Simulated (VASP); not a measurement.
# Ga3O2 (P-3m1) in VASP: a series of runs

Runs on Ga3O2. Level: PBE. Tasks: single point.

Everything below comes from runs of VASP 6.6.1. Logs are shortened: lines on timing, memory, paths and dates and some standing lists are left out, and cuts for length are marked.

### 1 The cell of the first run

The structure is trigonal, space group P-3m1 (No. 164). Conventional cell: a = 3.665 Å, b = 3.665 Å, c = 5.702 Å, α = 90.00°, β = 90.00°, γ = 120.00°. Within 3.3 Å of Ga (site symmetry -3m) lie 6 O at 2.54 Å and 6 Ga at 2.93 Å. Within 3.0 Å of Ga (site symmetry 3m) lie 4 O at 2.21 to 2.28 Å and 6 Ga at 2.69 to 2.93 Å. O (site symmetry 3m) has 7 Ga at 2.21 to 2.54 Å within 2.9 Å.

### 2 Single point, PBE

Contents of INCAR:

```
SYSTEM = Ga3O2
PREC = Accurate ; ENCUT = 520
EDIFF = 1E-6 ; ISMEAR = 0
SIGMA = 0.1 ; LREAL = .FALSE.
LASPH = .TRUE. ; NELM = 100
ALGO = Normal ; ISIF = 2
LWAVE = .FALSE. ; LCHARG = .TRUE.
GGA = PE ; LELF = .TRUE.
LVHAR = .TRUE. ; NBANDS = 34
```

Contents of KPOINTS:

```
Automatic mesh
0
G
  6 6 4
  0 0 0
```

Contents of POSCAR:

```
Ga3O2
1.0
    3.6646430208      0.0000000000      0.0000000000
   -1.8323215104      3.1736739518      0.0000000000
    0.0000000000      0.0000000000      5.7015892683
Ga O
3 2
Direct
    0.0000000000      0.0000000000      0.0000000000
    0.3333333333      0.6666666667      0.6450000000
    0.6666666667      0.3333333333      0.3550000000
    0.3333333333      0.6666666667      0.2450000000
    0.6666666667      0.3333333333      0.7550000000
```

Potentials or basis: VASP PAW PBE potentials, release 64 (Ga_d, O).

Run with:

```bash
$ cat potpaw_PBE.64/Ga_d/POTCAR potpaw_PBE.64/O/POTCAR > POTCAR
$ mpirun -np 1 vasp_std > vasp.out
```

OUTCAR:

```text
SYSTEM = Ga3O2
   PREC = Accurate
   ENCUT = 520
   EDIFF = 1E-6
   ISMEAR = 0
   LREAL = .FALSE.
   LASPH = .TRUE.
   NELM = 100
   ISIF = 2
   GGA = PE

 ion  position               nearest neighbor table
   1  0.000  0.000  0.000-
   2  0.333  0.667  0.645-   5 2.21   5 2.21   5 2.21   4 2.28   3 2.69   3 2.69   3 2.69
   3  0.667  0.333  0.355-   4 2.21   4 2.21   4 2.21   5 2.28   2 2.69   2 2.69   2 2.69
   4  0.333  0.667  0.245-   3 2.21   3 2.21   3 2.21   2 2.28
   5  0.667  0.333  0.755-   2 2.21   2 2.21   2 2.21   3 2.28

  LATTYP: Found a hexagonal cell.
 ALAT       =     3.6646430208
 C/A-ratio  =     1.5558375634

  Lattice vectors:

 A1 = (   3.6646430208,   0.0000000000,   0.0000000000)
 A2 = (  -1.8323215104,   3.1736739518,   0.0000000000)
 A3 = (   0.0000000000,   0.0000000000,   5.7015892683)

Analysis of symmetry for initial positions (statically):
=====================================================================
 Subroutine PRICEL returns:
 Original cell was already a primitive cell.

 Routine SETGRP: Setting up the symmetry group for a
 hexagonal supercell.

 Subroutine GETGRP returns: Found 12 space group operations
 (whereof 12 operations were pure point group operations)
 out of a pool of 24 trial point group operations.

The static configuration has the point symmetry D_3d.

Analysis of symmetry for dynamics (positions and initial velocities):
=====================================================================
 Subroutine PRICEL returns:
 Original cell was already a primitive cell.

 Routine SETGRP: Setting up the symmetry group for a
 hexagonal supercell.

 Subroutine GETGRP returns: Found 12 space group operations
 (whereof 12 operations were pure point group operations)
 out of a pool of 24 trial point group operations.

The dynamic configuration has the point symmetry D_3d.

 Subroutine INISYM returns: Found 12 space group operations
 (whereof 12 operations are pure point group operations),
 and found     1 'primitive' translations

----------------------------------------------------------------------------------------

                                     Primitive cell

  volume of cell :      66.3117

  direct lattice vectors                    reciprocal lattice vectors
     3.664643021  0.000000000  0.000000000     0.272877875  0.157546115  0.000000000
    -1.832321510  3.173673952  0.000000000     0.000000000  0.315092229  0.000000000
     0.000000000  0.000000000  5.701589268     0.000000000  0.000000000  0.175389695

  length of vectors
     3.664643021  3.664643021  5.701589268     0.315092229  0.315092229  0.175389695

  position of ions in fractional coordinates (direct lattice)
     0.000000000  0.000000000  0.000000000
     0.333333333  0.666666667  0.645000000
     0.666666667  0.333333333  0.355000000
     0.333333333  0.666666667  0.245000000
     0.666666667  0.333333333  0.755000000

  ion indices of the primitive-cell ions
   primitive index   ion index
                 1           1
                 2           2
                 3           3
                 4           4
                 5           5

----------------------------------------------------------------------------------------

 KPOINTS: Automatic mesh

Automatic generation of k-mesh.
 Grid dimensions read from file:
 generate k-points for:    6    6    4

 Generating k-lattice:

  Cartesian coordinates                     Fractional coordinates (reciprocal lattice)
     0.045479646  0.026257686  0.000000000     0.166666667  0.000000000  0.000000000
     0.000000000  0.052515372  0.000000000     0.000000000  0.166666667  0.000000000
     0.000000000  0.000000000  0.043847424     0.000000000  0.000000000  0.250000000

  Length of vectors
     0.052515372  0.052515372  0.043847424

  Shift w.r.t. Gamma in fractional coordinates (k-lattice)
     0.000000000  0.000000000  0.000000000

 Subroutine IBZKPT returns following result:
 ===========================================

 Found     24 irreducible k-points:

 Following reciprocal coordinates:
            Coordinates               Weight
  0.000000  0.000000  0.000000      1.000000
  0.166667  0.000000  0.000000      6.000000
  0.333333  0.000000  0.000000      6.000000
  0.500000  0.000000  0.000000      3.000000
  0.166667  0.166667  0.000000      6.000000
  0.333333  0.166667  0.000000     12.000000
[... 16 lines left out ...]
  0.333333  0.166667  0.500000     12.000000
  0.333333  0.333333  0.500000      2.000000
   k-points           NKPTS =     24   k-points in BZ     NKDIM =     24   number of bands    NBANDS=     34
   number of dos      NEDOS =    301   number of ions     NIONS =      5
   total plane-waves  NPLWV =  32928
   dimension x,y,z NGX =    28 NGY =   28 NGZ =   42
   dimension x,y,z NGXF=    56 NGYF=   56 NGZF=   84
   ions per type =               3   2
   NGX,Y,Z   is equivalent  to a cutoff of  12.70, 12.70, 12.25 a.u.
   NGXF,Y,Z  is equivalent  to a cutoff of  25.40, 25.40, 24.49 a.u.
 SYSTEM =  Ga3O2
   PREC   = accura    normal or accurate (medium, high low for compatibility)
   ISTART =      0    job   : 0-new  1-cont  2-samecut
   ICHARG =      2    charge: 1-file 2-atom 10-const
   ISPIN  =      1    spin polarized calculation?
   LNONCOLLINEAR =      F non collinear calculations
   LSORBIT =      F    spin-orbit coupling
   LASPH  =      T    aspherical Exc in radial PAW
   ENCUT  =  520.0 eV  38.22 Ry    6.18 a.u.   6.81  6.81 10.60*2*pi/ulx,y,z
   NELM   =    100;   NELMIN=  2; NELMDL= -5     # of ELM steps
   EDIFF  = 0.1E-05   stopping-criterion for ELM
   LREAL  =      F    real-space projection
   EDIFFG = 0.1E-04   stopping-criterion for IOM
   NSW    =      0    number of steps for IOM
   IBRION =     -1    ionic relax: 0-MD 1-quasi-New 2-CG
   NFREE  =      0    steps in history (QN), initial steepest desc. (CG)
   ISIF   =      2    stress and relaxation
   ISYM   =      2    0-nonsym 1-usesym 2-fastsym
   POTIM  = 0.5000    time-step for ionic-motion
   TEBEG  =    0.0;   TEEND  =   0.0 temperature during run
   PSTRESS=    0.0 pullay stress
   NELECT =      51.0000    total number of electrons
   NUPDOWN=      -1.0000    fix difference up-down
   EMIN   =  10.00;   EMAX   =-10.00  energy-range for DOS
   EFERMI =   0.00;   METHOD = LEGACY
   ISMEAR =     0;   SIGMA  =   0.10  broadening in eV -4-tet -1-fermi 0-gaus
   EFERMI_NEDOS =   21; number of points for ismear=-14 and -15
   IALGO  =     38    algorithm
   IMIX   =      4    mixing-type and parameters
     AMIX     =   0.40;   BMIX     =  1.00
     AMIX_MAG =   1.60;   BMIX_MAG =  1.00
  volume/ion in A,a.u.               =      13.26        89.50
  Fermi-wavevector in a.u.,A,eV,Ry     =   1.499921  2.834439 30.609865  2.249762
  Thomas-Fermi vector in A             =   2.611488
   LORBIT       =      0    0 simple, 1 ext, 2 COOP (PROOUT), +10 PAW based schemes
   GGA     = PE    functional components
   LHFCALC =     F    Hartree Fock is set to
   AEXX    =    0.0000 exact exchange contribution
   IVDW    =     0    specifies the selected vdW correction
   LEPSILON=     F    determine dielectric tensor
   LRPA    =     F    only Hartree local field effects (RPA)
 non-spin polarized calculation
 Gauss-broadening in eV      SIGMA  =   0.10
  energy-cutoff  :      520.00
  volume of cell :       66.31
 maximum number of plane-waves:      1818
 NGX is ok and might be reduce to    28
   NGX = 13   NGY = 13   NGZ = 21

 number of electron      51.0000021 magnetization

 Free energy of the ion-electron system (eV)
  ---------------------------------------------------
  ext. energy  EPLUGINS =         0.00000000
  ---------------------------------------------------
  free energy    TOTEN  =       -19.79385002 eV

  energy without entropy =      -19.77672084  energy(sigma->0) =      -19.78528543

 E-fermi :   6.6297     XC(G=0): -11.4712

 val. band max:        6.6147385104   @ k =   0.1667   0.0000   0.0000
 cond. band min:       6.6451204750   @ k =   0.3333   0.0000   0.0000
 fundamental gap:      0.0303819646
 Fermi energy:         6.6297240160

 k-point     1 :       0.0000    0.0000    0.0000
  band No.  band energies     occupation
      1     -13.5870      2.00000
      2     -13.0929      2.00000
      3      -9.3005      2.00000
      4      -9.3005      2.00000
      5      -9.2222      2.00000
      6      -9.2222      2.00000
[... 26 lines left out ...]
     33      14.0502      0.00000
     34      14.4597      0.00000

 k-point     2 :       0.1667    0.0000    0.0000
  band No.  band energies     occupation
      1     -13.4882      2.00000
      2     -13.0667      2.00000
      3      -9.2892      2.00000
      4      -9.2821      2.00000
      5      -9.1973      2.00000
      6      -9.1964      2.00000
[... 26 lines left out ...]
     33      13.9011      0.00000
     34      14.3965      0.00000

 k-point     3 :       0.3333    0.0000    0.0000
  band No.  band energies     occupation
      1     -13.2725      2.00000
      2     -13.0281      2.00000
      3      -9.2678      2.00000
      4      -9.2387      2.00000
      5      -9.1395      2.00000
      6      -9.1231      2.00000
[... 26 lines left out ...]
     33      14.2611      0.00000
     34      14.5753      0.00000
[... 704 lines left out ...]
 k-point    23 :       0.3333    0.1667    0.5000
  band No.  band energies     occupation
      1     -13.0984      2.00000
      2     -13.0574      2.00000
      3      -9.2690      2.00000
      4      -9.2087      2.00000
      5      -9.1258      2.00000
      6      -9.0986      2.00000
[... 26 lines left out ...]
     33      13.7155      0.00000
     34      15.4464      0.00000

 k-point    24 :       0.3333    0.3333    0.5000
  band No.  band energies     occupation
      1     -13.0468      2.00000
      2     -13.0468      2.00000
      3      -9.2682      2.00000
      4      -9.1498      2.00000
      5      -9.1498      2.00000
      6      -9.1340      2.00000
[... 26 lines left out ...]
     33      13.6986      0.00000
     34      14.0483      0.00000

------------------------ aborting loop because EDIFF is reached ----------------------------------------

  FORCE on cell =-STRESS in cart. coord.  units (eV):
  Direction    XX          YY          ZZ          XY          YZ          ZX
  --------------------------------------------------------------------------------------
  -------------------------------------------------------------------------------------
  Total        5.4129842      5.4129842      7.2505965     -0.0000000      0.0000000      0.0000000
  in kB      130.7848477    130.7848476    175.1839878     -0.0000000      0.0000000      0.0000000
  external PRESSURE =     145.5845610 kB  Pullay stress =       0.0000000 kB

 VOLUME and BASIS-vectors are now :
 -----------------------------------------------------------------------------
  energy-cutoff  :      520.00
  volume of cell :       66.31
      direct lattice vectors                 reciprocal lattice vectors
     3.664643021  0.000000000  0.000000000     0.272877875  0.157546115  0.000000000
    -1.832321510  3.173673952  0.000000000     0.000000000  0.315092229  0.000000000
     0.000000000  0.000000000  5.701589268     0.000000000  0.000000000  0.175389695

 POSITION                                       TOTAL-FORCE (eV/Angst)
 -----------------------------------------------------------------------------------
      0.00000      0.00000      0.00000        -0.000000      0.000000      0.000000
     -0.00000      2.11578      3.67753        -0.000000      0.000000      1.077859
      1.83232      1.05789      2.02406         0.000000     -0.000000     -1.077859
     -0.00000      2.11578      1.39689         0.000000     -0.000000     -0.082477
      1.83232      1.05789      4.30470        -0.000000      0.000000      0.082477
 -----------------------------------------------------------------------------------
    total drift:                                0.000000      0.000000      0.000000

  FREE ENERGIE OF THE ION-ELECTRON SYSTEM (eV)
  ---------------------------------------------------
  free  energy   TOTEN  =       -19.7938500190 eV

  energy  without entropy=      -19.7767208408  energy(sigma->0) =      -19.78528543
```

Wall time 74 s (1 thread of Intel Xeon 8259CL, shared host); peak memory 0.19 GiB.

Results:

```
Free energy            : -19.7939 eV
Pressure               : 14.6 GPa
Largest force          : 1.078 eV/Å
Band gap on the k mesh : zero (an odd number of electrons rules out a gap without spin polarisation)
```

Forces in eV/Å, atoms in the order of the input:
```
Ga   0.000  0.000  0.000
Ga   0.000  0.000  1.078
Ga   0.000  0.000 -1.078
O    0.000  0.000 -0.082
O    0.000  0.000  0.082
```

Caveat: the cell stands under pressure; an odd number of electrons without spin polarisation forces a metal; a magnetic or distorted state may lie lower.

### 3 Single point, PBE

This run uses another cell than the first one, of 14.67 Å³/atom.

Contents of INCAR:

```
  ALGO = Normal
  EDIFF = 1E-6
  ENCUT = 520
  GGA = PE
  ISIF = 2
  ISMEAR = 0
  LASPH = True
  LCHARG = False
  LREAL = False
  LWAVE = False
  NBANDS = 34
  NELM = 60
  PREC = Accurate
  SIGMA = 0.1
```

Contents of KPOINTS:

```
k-points
0
Gamma
  6 6 4
```

Contents of POSCAR:

```
Ga3O2
1.0
    3.0804035244      0.0000000000      0.0000000000
   -1.5402017622      2.6677077060      0.0000000000
    0.0000000000      0.0000000000      8.9230391239
Ga O
3 2
Direct
    0.0000000000      0.0000000000      0.0000000000
    0.3333333333      0.6666666667      0.7429404391
    0.6666666667      0.3333333333      0.2570595609
    0.3333333333      0.6666666667      0.3412999881
    0.6666666667      0.3333333333      0.6587000119
```

Potentials or basis: VASP PAW PBE potentials, release 64 (Ga_d, O).

Run with:

```bash
$ cat potpaw_PBE.64/Ga_d/POTCAR potpaw_PBE.64/O/POTCAR > POTCAR
$ mpirun -np 1 vasp_std > vasp.out
```

It took 74 s on 1 thread of Intel Xeon 8259CL, shared host; peak memory 0.21 GiB.

The run converged. Its results:

```
Free energy            : -23.6981 eV
Pressure               : 0.5 GPa
Largest force          : 0.067 eV/Å
Band gap on the k mesh : zero (an odd number of electrons rules out a gap without spin polarisation)
```

Forces on the atoms (eV/Å):
```
Ga   0.000  0.000  0.000
Ga   0.000  0.000  0.062
Ga   0.000  0.000 -0.062
O    0.000  0.000  0.067
O    0.000  0.000 -0.067
```

Stress tensor (GPa, compression positive):
```
0.59 0.00 0.00
0.00 0.59 0.00
0.00 0.00 0.47
```

Levels at points of the mesh, in eV from the Fermi level:
```
           k point  band 23  band 24  band 25  band 26  band 27  band 28
(0.00, 0.00, 0.00)    -3.52    -3.52    -1.90    -0.63     2.46     5.40
(0.50, 0.00, 0.00)    -4.55    -3.83    -2.91    -0.17     0.36     3.40
(0.00, 0.00, 0.50)    -3.52    -3.52    -2.82     0.21     2.04     5.69
(0.50, 0.00, 0.50)    -4.56    -4.12    -3.02     0.00     0.49     3.39
```

Caveat: the k points lie up to 0.39 Å⁻¹ apart, too coarse for converged energies and pressures of a metal; an odd number of electrons without spin polarisation forces a metal; a magnetic or distorted state may lie lower.

### 4 Single point, PBE

This run uses another cell than the first one, of 14.92 Å³/atom.

Contents of INCAR:

```
PREC = Accurate ; ENCUT = 520
EDIFF = 1E-6 ; ISMEAR = 0
SIGMA = 0.1 ; LREAL = False
LASPH = True ; NELM = 100
ALGO = Normal ; ISIF = 2
LWAVE = False ; LCHARG = False
GGA = PE ; NBANDS = 34
```

Contents of KPOINTS:

```
regular mesh
0
Gamma
  12 12 4
```

Contents of POSCAR:

```
Ga3O2
1.0
    3.0881989308      0.0000000000      0.0000000000
   -1.5440994654      2.6744587260      0.0000000000
    0.0000000000      0.0000000000      9.0325351254
Ga O
3 2
Direct
    0.0000000000      0.0000000000      0.0000000000
    0.3333333333      0.6666666667      0.7474885879
    0.6666666667      0.3333333333      0.2525114121
    0.3333333333      0.6666666667      0.3353765027
    0.6666666667      0.3333333333      0.6646234973
```

Run with:

```bash
$ cat potpaw_PBE.64/Ga_d/POTCAR potpaw_PBE.64/O/POTCAR > POTCAR
$ mpirun -np 1 vasp_std > vasp.out
```

It took 3.6 min on 1 thread of Intel Xeon 8259CL, shared host; peak memory 0.27 GiB.

The run converged. Its results:

| Item | Value |
| --- | --- |
| Free energy | -23.6907 eV |
| Pressure | 0.4 GPa |
| Largest force | 0.039 eV/Å |
| Band gap on the k mesh | zero (an odd number of electrons rules out a gap without spin polarisation) |

Forces in eV/Å, atoms in the order of the input:
```
Ga   0.000  0.000  0.000
Ga   0.000  0.000  0.034
Ga   0.000  0.000 -0.034
O    0.000  0.000  0.039
O    0.000  0.000 -0.039
```

Stress tensor (GPa, compression positive):
```
0.52 0.00 0.00
0.00 0.52 0.00
0.00 0.00 0.12
```

Levels at points of the mesh, in eV from the Fermi level:
```csv
k point,band 23,band 24,band 25,band 26,band 27,band 28
"(0.00, 0.00, 0.00)",-3.64,-3.64,-2.04,-0.69,2.32,5.28
"(0.50, 0.00, 0.00)",-4.67,-3.94,-2.99,-0.25,0.28,3.31
"(0.00, 0.00, 0.50)",-3.64,-3.64,-2.85,0.04,1.93,5.64
"(0.50, 0.00, 0.50)",-4.68,-4.18,-3.08,-0.11,0.38,3.30
```

Caveat: an odd number of electrons without spin polarisation forces a metal; a magnetic or distorted state may lie lower.

### 5 Summary

```csv
cell,k mesh,gap on the mesh (eV),pressure (GPa),largest force (eV/Å)
"a = 3.665, b = 3.665, c = 5.702 Å, angles 90.0, 90.0, 120.0°, 5 atoms, atomic positions A",6 × 6 × 4,none,14.6,1.08
"a = 3.080, b = 3.080, c = 8.923 Å, angles 90.0, 90.0, 120.0°, 5 atoms, atomic positions B",6 × 6 × 4,none,0.5,0.07
"a = 3.088, b = 3.088, c = 9.033 Å, angles 90.0, 90.0, 120.0°, 5 atoms, atomic positions C",12 × 12 × 4,none,0.4,0.04
```

Alike in all rows: task single point; level PBE; potentials or basis VASP PAW PBE potentials, release 64 (Ga_d, O); no spin polarisation; cutoff (eV) 520; smearing gaussian 0.1 eV.

Caveats: some runs use coarse meshes; an odd number of electrons without spin polarisation forces a metal; a magnetic or distorted state may lie lower; the cell stands under pressure (at least some runs).

Absolute energies hang on the potentials; compare differences alone.

The gap in the log of VASP goes by the Fermi energy; the results here count the filled bands.